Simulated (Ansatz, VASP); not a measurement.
SiC in VASP and in Ansatz

INCAR

```
SYSTEM = SiC
PREC = Accurate
ENCUT = 520
EDIFF = 1E-6
ISMEAR = 0
SIGMA = 0.05
LREAL = .False.
LASPH = .True.
NELM = 60
ALGO = Normal
ISIF = 2
LWAVE = .False.
LCHARG = .False.
GGA = PE
NBANDS = 26
```

The input KPOINTS:

```
Automatic mesh
0
Gamma
  12 12 4
  0 0 0
```

Contents of POSCAR:

```
SiC
1.0
    2.8465905663      0.0000000000      0.0000000000
   -1.4232952831      2.4652197446      0.0000000000
    0.0000000000      0.0000000000     10.9396863344
Si C
4 4
Direct
    0.6666666667      0.3333333333      0.9378441878
    0.3333333333      0.6666666667      0.4378441878
    0.0000000000      0.0000000000      0.6878995565
    0.0000000000      0.0000000000      0.1878995565
    0.6666666667      0.3333333333      0.7498074459
    0.3333333333      0.6666666667      0.2498074459
    0.0000000000      0.0000000000      0.5004478098
    0.0000000000      0.0000000000      0.0004478098
```

Input for Ansatz:

```yaml
crystal:
  lattice:
    - [2.8465905663, 0.0, 0.0]
    - [-1.4232952831, 2.4652197446, 0.0]
    - [0.0, 0.0, 10.9396863344]
  atoms:
    - { symbol: Si, position: [0.6666666667, 0.3333333333, 0.9378441878] }
    - { symbol: Si, position: [0.3333333333, 0.6666666667, 0.4378441878] }
    - { symbol: Si, position: [0.0, 0.0, 0.6878995565] }
    - { symbol: Si, position: [0.0, 0.0, 0.1878995565] }
    - { symbol: C, position: [0.6666666667, 0.3333333333, 0.7498074459] }
    - { symbol: C, position: [0.3333333333, 0.6666666667, 0.2498074459] }
    - { symbol: C, position: [0.0, 0.0, 0.5004478098] }
    - { symbol: C, position: [0.0, 0.0, 0.0004478098] }
basis:
  ecutwfc: 420
kpoints:
  mp_grid: { grid: [12, 12, 4] }
hamiltonian:
  xc: pbe
scf:
  occupations: { method: gaussian, width: 0.05 }
output:
  forces: true
  stress: true
  eigenvalues: true
```

Change from the starting cell: strain -0.080 along x and y, +0.080 along z, atoms carried along.

Alike in both runs: task single point; functional PBE; k mesh 12 × 12 × 4; occupations gaussian, width 0.05 eV; no spin polarisation.

```csv
,VASP,Ansatz
version,VASP 6.6.1,Ansatz 0.2.0
potentials or method,"VASP PAW PBE potentials, release 64 (Si, C), cutoff 520 eV","scalar-relativistic, plane waves, PAW"
valence electrons in the cell,32,32
```

Ansatz gave:

```
gap on the k mesh at the Fermi level (eV)                     : 1.12
least direct gap on the mesh (eV)                             : 2.63
pressure (GPa)                                                : 31.4
traceless stress, the component that is largest in VASP (GPa) : -63.89
rms of the force components (eV/Å)                            : 0.693
```

Q: Which values does VASP return?

A: gap on the k mesh at the Fermi level (eV): 1.11; least direct gap on the mesh (eV): 2.63; pressure (GPa): 31.3; traceless stress, the component that is largest in VASP (GPa): -64.20; rms of the force components (eV/Å): 0.691.

Atom by atom the forces differ by 0.002 eV/Å (rms over components). Both programs put the cell under a high pressure, so it lies far from rest at this level. With one functional, cell and mesh, what is left measures potentials, basis and numerics.
